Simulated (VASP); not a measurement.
# In2SbSe3 (P4/mmm) in VASP: further runs

In2SbSe3 is run at these levels: PBE; tasks: single point, relaxation of cell and atoms.

All numbers are computed with VASP 6.6.1; they aren't measurements. Logs are shortened: lines on timing, memory, paths and dates and some standing lists are left out, and cuts for length are marked.

## (1) The cell of the first run

The structure is tetragonal, space group P4/mmm (No. 123). Conventional cell: a = 4.385 Å, b = 4.385 Å, c = 8.777 Å, α = 90.00°, β = 90.00°, γ = 90.00°. Within 2.9 Å of In (site symmetry mmm) lie 2 Sb at 2.19 Å. Sb (site symmetry 4/mmm) has 2 Se at 2.19 Å and 4 In at 2.19 Å within 2.9 Å. Se (site symmetry 4mm) has 1 Sb at 2.19 Å within 2.9 Å. Within 5.0 Å of Se (site symmetry 4/mmm) lie 12 Se at 3.80 to 4.39 Å and 8 In at 4.91 Å.

The cell was generated, and may not be a known phase.

## (2) Single point, PBE

Contents of INCAR:

```
ALGO = Normal
EDIFF = 1E-6
ENCUT = 520
GGA = PE
ISIF = 2
ISMEAR = 0
LASPH = True
LCHARG = False
LREAL = False
LWAVE = False
NBANDS = 34
NELM = 60
PREC = Accurate
SIGMA = 0.1
```

Contents of KPOINTS:

```
k-points
0
Gamma
  4 4 2
```

Contents of POSCAR:

```
In2SbSe3
1.0
    4.3851837600      0.0000000000      0.0000000000
    0.0000000000      4.3851837600      0.0000000000
    0.0000000000      0.0000000000      8.7774167000
In Sb Se
2 1 3
Direct
    0.0000000000      0.5000000000      0.0000000000
    0.5000000000      0.0000000000      0.0000000000
    0.5000000000      0.5000000000      0.0000000000
    0.5000000000      0.5000000000      0.2490569100
    0.5000000000      0.5000000000      0.7509430900
    0.0000000000      0.0000000000      0.5000000000
```

Potentials or basis: VASP PAW PBE potentials, release 64 (In_d, Sb, Se).

On the command line:

```sh
$ cat potpaw_PBE.64/In_d/POTCAR potpaw_PBE.64/Sb/POTCAR potpaw_PBE.64/Se/POTCAR > POTCAR
$ mpirun -np 1 vasp_std > vasp.out
```

OUTCAR:

```text
EDIFF = 1E-6
   ENCUT = 520
   GGA = PE
   ISIF = 2
   ISMEAR = 0
   LASPH = True
   LREAL = False
   NELM = 60
   PREC = Accurate

 ion  position               nearest neighbor table
   1  0.000  0.500  0.000-   3 2.19   3 2.19   5 3.10   4 3.10   4 3.10   5 3.10   2 3.10   2 3.10
                             2 3.10   2 3.10
   2  0.500  0.000  0.000-   3 2.19   3 2.19   5 3.10   4 3.10   4 3.10   5 3.10   1 3.10   1 3.10
                             1 3.10   1 3.10
   3  0.500  0.500  0.000-   4 2.19   5 2.19   1 2.19   2 2.19   2 2.19   1 2.19
   4  0.500  0.500  0.249-   3 2.19   2 3.10   1 3.10   2 3.10   1 3.10
   5  0.500  0.500  0.751-   3 2.19   2 3.10   1 3.10   2 3.10   1 3.10
   6  0.000  0.000  0.500-

  LATTYP: Found a simple tetragonal cell.
 ALAT       =     4.3851837600
 C/A-ratio  =     2.0016074993

  Lattice vectors:

 A1 = (   4.3851837600,   0.0000000000,   0.0000000000)
 A2 = (   0.0000000000,   4.3851837600,   0.0000000000)
 A3 = (   0.0000000000,   0.0000000000,   8.7774167000)

Analysis of symmetry for initial positions (statically):
=====================================================================
 Subroutine PRICEL returns:
 Original cell was already a primitive cell.

 Routine SETGRP: Setting up the symmetry group for a
 simple tetragonal supercell.

 Subroutine GETGRP returns: Found 16 space group operations
 (whereof 16 operations were pure point group operations)
 out of a pool of 16 trial point group operations.

The static configuration has the point symmetry D_4h.

Analysis of symmetry for dynamics (positions and initial velocities):
=====================================================================
 Subroutine PRICEL returns:
 Original cell was already a primitive cell.

 Routine SETGRP: Setting up the symmetry group for a
 simple tetragonal supercell.

 Subroutine GETGRP returns: Found 16 space group operations
 (whereof 16 operations were pure point group operations)
 out of a pool of 16 trial point group operations.

The dynamic configuration has the point symmetry D_4h.

 Subroutine INISYM returns: Found 16 space group operations
 (whereof 16 operations are pure point group operations),
 and found     1 'primitive' translations

----------------------------------------------------------------------------------------

                                     Primitive cell

  volume of cell :     168.7883

  direct lattice vectors                    reciprocal lattice vectors
     4.385183760  0.000000000  0.000000000     0.228040615  0.000000000  0.000000000
     0.000000000  4.385183760  0.000000000     0.000000000  0.228040615  0.000000000
     0.000000000  0.000000000  8.777416700     0.000000000  0.000000000  0.113928737

  length of vectors
     4.385183760  4.385183760  8.777416700     0.228040615  0.228040615  0.113928737

  position of ions in fractional coordinates (direct lattice)
     0.000000000  0.500000000  0.000000000
     0.500000000  0.000000000  0.000000000
     0.500000000  0.500000000  0.000000000
     0.500000000  0.500000000  0.249056910
     0.500000000  0.500000000  0.750943090
     0.000000000  0.000000000  0.500000000

  ion indices of the primitive-cell ions
   primitive index   ion index
                 1           1
                 2           2
                 3           3
                 4           4
                 5           5
                 6           6

----------------------------------------------------------------------------------------

 KPOINTS: k-points

Automatic generation of k-mesh.
 Grid dimensions read from file:
 generate k-points for:    4    4    2

 Generating k-lattice:

  Cartesian coordinates                     Fractional coordinates (reciprocal lattice)
     0.057010154  0.000000000  0.000000000     0.250000000  0.000000000  0.000000000
     0.000000000  0.057010154  0.000000000     0.000000000  0.250000000  0.000000000
     0.000000000  0.000000000  0.056964369     0.000000000  0.000000000  0.500000000

  Length of vectors
     0.057010154  0.057010154  0.056964369

[... 57 lines left out ...]
      1     -13.5728      2.00000
      2     -13.5728      2.00000
      3     -12.9649      2.00000
      4     -12.4612      2.00000
      5     -12.4612      2.00000
      6     -12.3031      2.00000
[... 26 lines left out ...]
     33      11.3312      0.00000
     34      11.5754      0.00000

 k-point     7 :       0.0000    0.0000    0.5000
  band No.  band energies     occupation
      1     -15.2665      2.00000
      2     -12.7717      2.00000
      3     -12.4310      2.00000
      4     -12.3930      2.00000
      5     -12.3930      2.00000
      6     -11.9388      2.00000
[... 26 lines left out ...]
     33      11.3451      0.00000
     34      11.8349      0.00000

 k-point     8 :       0.2500    0.0000    0.5000
  band No.  band energies     occupation
      1     -14.9294      2.00000
      2     -12.7801      2.00000
      3     -12.6993      2.00000
      4     -12.5403      2.00000
      5     -12.3850      2.00000
      6     -12.0842      2.00000
[... 26 lines left out ...]
     33      10.7725      0.00000
     34      11.6961      0.00000

 k-point     9 :       0.5000    0.0000    0.5000
  band No.  band energies     occupation
      1     -14.3105      2.00000
      2     -13.4533      2.00000
      3     -12.6736      2.00000
      4     -12.5300      2.00000
      5     -12.3769      2.00000
      6     -12.3660      2.00000
[... 26 lines left out ...]
     33      11.0685      0.00000
     34      11.2844      0.00000

 k-point    10 :       0.2500    0.2500    0.5000
  band No.  band energies     occupation
      1     -14.6129      2.00000
      2     -13.0075      2.00000
      3     -12.7048      2.00000
      4     -12.6637      2.00000
      5     -12.3446      2.00000
      6     -12.2010      2.00000
[... 26 lines left out ...]
     33      10.3880      0.00000
     34      11.1518      0.00000

 k-point    11 :       0.5000    0.2500    0.5000
  band No.  band energies     occupation
      1     -14.0109      2.00000
      2     -13.5122      2.00000
      3     -12.8356      2.00000
      4     -12.5422      2.00000
      5     -12.4203      2.00000
      6     -12.3277      2.00000
[... 26 lines left out ...]
     33      10.9411      0.00000
     34      11.4161      0.00000

 k-point    12 :       0.5000    0.5000    0.5000
  band No.  band energies     occupation
      1     -13.5728      2.00000
      2     -13.5728      2.00000
      3     -12.9652      2.00000
      4     -12.4612      2.00000
      5     -12.4612      2.00000
      6     -12.3031      2.00000
[... 26 lines left out ...]
     33      11.0606      0.00000
     34      12.1686      0.00000

------------------------ aborting loop because EDIFF is reached ----------------------------------------

  FORCE on cell =-STRESS in cart. coord.  units (eV):
  Direction    XX          YY          ZZ          XY          YZ          ZX
  --------------------------------------------------------------------------------------
  -------------------------------------------------------------------------------------
  Total       55.1379158     55.1379158     41.8907348      0.0000000     -0.0000000      0.0000000
  in kB      523.3818010    523.3818010    397.6365068      0.0000000     -0.0000000      0.0000000
  external PRESSURE =     481.4667029 kB  Pullay stress =       0.0000000 kB

 VOLUME and BASIS-vectors are now :
 -----------------------------------------------------------------------------
  energy-cutoff  :      520.00
  volume of cell :      168.79
      direct lattice vectors                 reciprocal lattice vectors
     4.385183760  0.000000000  0.000000000     0.228040615  0.000000000  0.000000000
     0.000000000  4.385183760  0.000000000     0.000000000  0.228040615  0.000000000
     0.000000000  0.000000000  8.777416700     0.000000000  0.000000000  0.113928737

 POSITION                                       TOTAL-FORCE (eV/Angst)
 -----------------------------------------------------------------------------------
      0.00000      2.19259      0.00000         0.000000      0.000000      0.000000
      2.19259      0.00000      0.00000         0.000000      0.000000      0.000000
      2.19259      2.19259      0.00000         0.000000      0.000000      0.000000
      2.19259      2.19259      2.18608        -0.000000     -0.000000     10.547872
      2.19259      2.19259      6.59134         0.000000      0.000000    -10.547872
      0.00000      0.00000      4.38871         0.000000      0.000000      0.000000
 -----------------------------------------------------------------------------------
    total drift:                                0.000000     -0.000000     -0.000000

  FREE ENERGIE OF THE ION-ELECTRON SYSTEM (eV)
  ---------------------------------------------------
  free  energy   TOTEN  =        -0.0795026845 eV

  energy  without entropy=       -0.0397636685  energy(sigma->0) =       -0.05963318
```

Run time: 2.6 min. Hardware: 1 thread of Intel Xeon 8259CL, shared host; peak memory 0.32 GiB.

Results:

```yaml
Free_energy: -0.0795 eV
Pressure: 48.1 GPa
Largest_force: 10.548 eV/Å
Band_gap_on_the_k_mesh: zero (an odd number of electrons rules out a gap without spin polarisation)
```

Forces in eV/Å, atoms in the order of the input:
```
In    0.000   0.000   0.000
In    0.000   0.000   0.000
Sb    0.000   0.000   0.000
Se    0.000   0.000  10.548
Se    0.000   0.000 -10.548
Se    0.000   0.000   0.000
```

Caveat: the stress differs along the axes, from 40 to 52 GPa; spin-orbit coupling is left out, which moves the levels of the heavy elements; forces of over 1 eV/Å act on the atoms, so gaps and moduli don't describe the material at rest.

## (3) Single point, PBE

This run uses another cell than the first one, of 47.28 Å³/atom.

Contents of INCAR:

```
SYSTEM = In2SbSe3
  PREC = Accurate
  ENCUT = 520
  EDIFF = 1E-6
  ISMEAR = 0
  SIGMA = 0.1
  LREAL = .False.
  LASPH = .True.
  NELM = 60
  ALGO = Normal
  ISIF = 2
  LWAVE = .False.
  LCHARG = .True.
  GGA = PE
  LELF = .True.
  LVHAR = .True.
  NBANDS = 34
```

Contents of KPOINTS:

```
regular mesh
0
Gamma
  4 4 2
  0 0 0
```

Contents of POSCAR:

```
In2SbSe3
1.0
    6.1035182262      0.0000000000      0.0000000000
    0.0000000000      6.1035182262      0.0000000000
    0.0000000000      0.0000000000      7.6142354105
In Sb Se
2 1 3
Direct
    0.0000000000      0.5000000000      0.0000000000
    0.5000000000      0.0000000000      0.0000000000
    0.5000000000      0.5000000000      0.0000000000
    0.5000000000      0.5000000000      0.3407391644
    0.5000000000      0.5000000000      0.6592608356
    0.0000000000      0.0000000000      0.5000000000
```

Potentials or basis: VASP PAW PBE potentials, release 64 (In_d, Sb, Se).

On the command line:

```sh
$ cat potpaw_PBE.64/In_d/POTCAR potpaw_PBE.64/Sb/POTCAR potpaw_PBE.64/Se/POTCAR > POTCAR
$ mpirun -np 1 vasp_std > vasp.out
```

It took 3.8 min on 1 thread of Intel Xeon 8259CL, shared host; peak memory 0.43 GiB.

Results (log left out):

| Property | Result |
| --- | --- |
| Free energy | -15.8886 eV |
| Pressure | 0.2 GPa |
| Largest force | 0.007 eV/Å |
| Band gap on the k mesh | zero (an odd number of electrons rules out a gap without spin polarisation) |

Forces in eV/Å, atoms in the order of the input:
```
In   0.000  0.000  0.000
In   0.000  0.000  0.000
Sb   0.000  0.000  0.000
Se   0.000  0.000  0.007
Se   0.000  0.000 -0.007
Se   0.000  0.000  0.000
```

Stress tensor (GPa, compression positive):
```
0.22 0.00 0.00
0.00 0.22 0.00
0.00 0.00 0.08
```

Levels at points of the mesh, in eV from the Fermi level:
```tsv
k point	band 20	band 21	band 22	band 23	band 24	band 25	band 26	band 27	band 28	band 29
(0.00, 0.00, 0.00)	-1.68	-1.18	-1.18	-0.44	-0.44	-0.35	0.03	0.03	2.31	2.59
(0.50, 0.00, 0.00)	-1.58	-1.05	-1.02	-0.42	-0.19	-0.15	0.03	1.39	1.61	1.89
(0.50, 0.50, 0.00)	-1.50	-0.81	-0.81	-0.23	-0.17	-0.02	-0.02	1.78	1.78	2.70
(0.00, 0.00, 0.50)	-2.03	-2.03	-0.12	0.03	0.03	0.51	0.51	1.39	2.48	2.51
(0.50, 0.00, 0.50)	-1.97	-0.41	-0.31	-0.13	-0.11	0.56	1.50	1.62	2.19	2.23
(0.50, 0.50, 0.50)	-0.75	-0.26	-0.26	0.04	0.04	0.58	2.03	2.03	2.24	2.41
```

Caveat: the k points lie up to 0.41 Å⁻¹ apart, too coarse for converged energies and pressures of a metal; spin-orbit coupling is left out, which moves the levels of the heavy elements.

## (4) Relaxation of cell and atoms, PBE

Contents of INCAR:

```
PREC = Accurate
ENCUT = 600
EDIFF = 1E-7
ISMEAR = 0
SIGMA = 0.1
LREAL = False
LASPH = True
NELM = 100
ALGO = Normal
ISIF = 3
LWAVE = False
LCHARG = False
GGA = PE
IBRION = 2
NSW = 90
EDIFFG = -0.04
```

Contents of KPOINTS:

```
Automatic mesh
0
Gamma
  4 4 2
```

Contents of POSCAR:

```
In2SbSe3
1.0
    4.3851837600      0.0000000000      0.0000000000
    0.0000000000      4.3851837600      0.0000000000
    0.0000000000      0.0000000000      8.7774167000
In Sb Se
2 1 3
Direct
    0.0000000000      0.5000000000      0.0000000000
    0.5000000000      0.0000000000      0.0000000000
    0.5000000000      0.5000000000      0.0000000000
    0.5000000000      0.5000000000      0.2490569100
    0.5000000000      0.5000000000      0.7509430900
    0.0000000000      0.0000000000      0.5000000000
```

On the command line:

```sh
$ cat potpaw_PBE.64/In_d/POTCAR potpaw_PBE.64/Sb/POTCAR potpaw_PBE.64/Se/POTCAR > POTCAR
$ mpirun -np 1 vasp_std > vasp.out
```

Wall time 65 min (1 thread of Intel Xeon 8259CL, shared host); peak memory 0.35 GiB.

It converged, with:

```yaml
Free_energy: -15.8567 eV
Relaxed_volume: 47.94 Å³/atom
Relaxed_cell: a = 6.144 Å, b = 6.144 Å, c = 7.620 Å, α = 90.00°, β = 90.00°, γ = 90.00°
Space_group_after_relaxing_to_0.1_Å: P4/mmm (No. 123)
Pressure_after_relaxing: 0.0 GPa
Largest_force_after_relaxing: 0.018 eV/Å
Band_gap_on_the_k_mesh: zero (an odd number of electrons rules out a gap without spin polarisation)
```

Forces in eV/Å, atoms in the order of the input:
```
In   0.000  0.000  0.000
In   0.000  0.000  0.000
Sb   0.000  0.000  0.000
Se   0.000  0.000 -0.018
Se   0.000  0.000  0.018
Se   0.000  0.000  0.000
```

Final structure:
```
In Sb Se
1.0
     6.14425    0.00000    0.00000
     0.00000    6.14425    0.00000
     0.00000    0.00000    7.61970
In Sb Se
2 1 3
Cartesian
  0.0000 3.0721 0.0000
  3.0721 0.0000 0.0000
  3.0721 3.0721 0.0000
  3.0721 3.0721 2.5976
  3.0721 3.0721 5.0221
  0.0000 0.0000 3.8099
```

Levels at points of the mesh, in eV from the Fermi level:
| k point | band 22 | band 23 | band 24 | band 25 | band 26 | band 27 |
| --- | --- | --- | --- | --- | --- | --- |
| (0.00, 0.00, 0.00) | -1.15 | -0.42 | -0.42 | -0.34 | 0.02 | 0.02 |
| (0.50, 0.00, 0.00) | -0.99 | -0.41 | -0.18 | -0.15 | 0.03 | 1.35 |
| (0.50, 0.50, 0.00) | -0.78 | -0.22 | -0.12 | -0.03 | -0.03 | 1.72 |
| (0.00, 0.00, 0.50) | -0.12 | 0.03 | 0.03 | 0.52 | 0.52 | 1.41 |
| (0.50, 0.00, 0.50) | -0.30 | -0.14 | -0.11 | 0.57 | 1.51 | 1.60 |
| (0.50, 0.50, 0.50) | -0.27 | 0.04 | 0.04 | 0.60 | 1.99 | 1.99 |

Caveat: the volume moved by over 15 % at a fixed basis, so the end points are rough; spin-orbit coupling is left out, which moves the levels of the heavy elements.

## (5) Single point, PBE

This run uses another cell than the first one, of 47.64 Å³/atom.

Contents of INCAR:

```
PREC = Accurate ; ENCUT = 520
EDIFF = 1E-6 ; ISMEAR = 0
SIGMA = 0.1 ; LREAL = False
LASPH = True ; NELM = 60
ALGO = Normal ; ISIF = 2
LWAVE = False ; LCHARG = True
GGA = PE ; LELF = True
LVHAR = True ; NBANDS = 34
```

Contents of KPOINTS:

```
regular mesh
0
Gamma
  6 6 6
```

Contents of POSCAR:

```
In2SbSe3
1.0
    6.1230273926      0.0000000000      0.0000000000
    0.0000000000      6.1230273926      0.0000000000
    0.0000000000      0.0000000000      7.6243395005
In Sb Se
2 1 3
Direct
    0.0000000000      0.5000000000      0.0000000000
    0.5000000000      0.0000000000      0.0000000000
    0.5000000000      0.5000000000      0.0000000000
    0.5000000000      0.5000000000      0.3397462596
    0.5000000000      0.5000000000      0.6602537404
    0.0000000000      0.0000000000      0.5000000000
```

On the command line:

```sh
$ cat potpaw_PBE.64/In_d/POTCAR potpaw_PBE.64/Sb/POTCAR potpaw_PBE.64/Se/POTCAR > POTCAR
$ mpirun -np 1 vasp_std > vasp.out
```

It took 14 min on 1 thread of Intel Xeon 8259CL, shared host; peak memory 0.61 GiB.

The run converged. Its results:

- Free energy: -15.3960 eV
- Pressure: 0.0 GPa
- Largest force: 0.014 eV/Å
- Band gap on the k mesh: zero (an odd number of electrons rules out a gap without spin polarisation)

Forces in eV/Å, atoms in the order of the input:
```
In   0.000  0.000  0.000
In   0.000  0.000  0.000
Sb   0.000  0.000  0.000
Se   0.000  0.000  0.014
Se   0.000  0.000 -0.014
Se   0.000  0.000  0.000
```

Levels at points of the mesh, in eV from the Fermi level:
| k point | band 20 | band 21 | band 22 | band 23 | band 24 | band 25 | band 26 | band 27 | band 28 | band 29 |
| --- | --- | --- | --- | --- | --- | --- | --- | --- | --- | --- |
| (0.00, 0.00, 0.00) | -1.95 | -1.31 | -1.31 | -0.62 | -0.62 | -0.38 | 0.03 | 0.03 | 2.14 | 2.40 |
| (0.50, 0.00, 0.00) | -1.86 | -1.20 | -1.16 | -0.61 | -0.18 | -0.14 | -0.02 | 1.16 | 1.45 | 1.69 |
| (0.50, 0.50, 0.00) | -1.78 | -0.99 | -0.99 | -0.31 | -0.24 | -0.03 | -0.03 | 1.51 | 1.51 | 2.45 |
| (0.00, 0.00, 0.50) | -2.16 | -2.16 | -0.14 | 0.04 | 0.04 | 0.32 | 0.32 | 1.24 | 2.31 | 2.33 |
| (0.50, 0.00, 0.50) | -2.10 | -0.54 | -0.30 | -0.23 | -0.10 | 0.37 | 1.33 | 1.41 | 2.04 | 2.08 |
| (0.50, 0.50, 0.50) | -0.83 | -0.46 | -0.46 | 0.04 | 0.04 | 0.50 | 1.76 | 1.76 | 1.98 | 2.25 |

Caveat: spin-orbit coupling is left out, which moves the levels of the heavy elements.

## (6) Overview

```csv
task,cell,k mesh,cutoff (eV),gap on the mesh (eV),pressure (GPa),largest force (eV/Å)
single point,"a = 4.385, b = 4.385, c = 8.777 Å, 6 atoms, atomic positions A",4 × 4 × 2,520,none,48.1,10.55
single point,"a = 6.104, b = 6.104, c = 7.614 Å, 6 atoms, atomic positions B",4 × 4 × 2,520,none,0.2,0.01
relaxation of cell and atoms,"relaxed from a = 4.385, b = 4.385, c = 8.777 Å, 6 atoms, atomic positions A",4 × 4 × 2,600,none,0.0,0.02
single point,"a = 6.123, b = 6.123, c = 7.624 Å, 6 atoms, atomic positions C",6 × 6 × 6,520,none,0.0,0.01
```

Alike in all rows: level PBE; potentials or basis VASP PAW PBE potentials, release 64 (In_d, Sb, Se); no spin polarisation; smearing gaussian 0.1 eV.

Caveats: some runs use coarse meshes; spin-orbit coupling is left out, which moves the levels of the heavy elements; the stress differs along the axes, from 40 to 52 GPa (at least some runs); forces of over 1 eV/Å act on the atoms, so gaps and moduli don't describe the material at rest (at least some runs); the volume moved by over 15 % at a fixed basis, so the end points are rough (at least some runs).

Absolute energies hang on the potentials; compare differences alone.
